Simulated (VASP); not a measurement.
Sb, 1 atom in the cell. The structure is cubic, space group Im-3m (No. 229). The conventional cell has a = 3.717 Å, b = 3.717 Å, c = 3.717 Å, α = 90.00°, β = 90.00°, γ = 90.00°. Sb (site symmetry m-3m) has 14 Sb at 3.22 to 3.72 Å within 4.2 Å. 

| Item | Value |
| --- | --- |
| Program | VASP 6.6.1 |
| Task | single point |
| Functional | RPBE |
| Dispersion | D4 |
| Potentials or basis | VASP PAW PBE potentials, release 64 (Sb) |
| Cutoff | 520 eV |
| k mesh | 10 × 10 × 10 |
| Occupations | fermi-dirac, width 0.05 eV |
| Spin | no spin polarisation |
| Dipole correction | no |
| Further INCAR settings | ALGO = Normal; EDIFF = 1e-07; NBANDS = 8 |

Potentials or basis: VASP PAW PBE potentials, release 64 (Sb).

Command:

```sh
$ cat potpaw_PBE.64/Sb/POTCAR > POTCAR
$ mpirun -np 1 vasp_std > vasp.out
```

Hardware: 1 thread of Intel(R) Xeon(R) Platinum 8259CL CPU @ 2.50GHz (Skylake/Cascade Lake), with other jobs on the host.

Q: How long does it take, and how much memory?

A: It took 9.2 s on 1 thread of Intel(R) Xeon(R) Platinum 8259CL CPU @ 2.50GHz (Skylake/Cascade Lake), on a shared host, peak memory 0.14 GiB. Counts: scf iterations 12, k points 47.
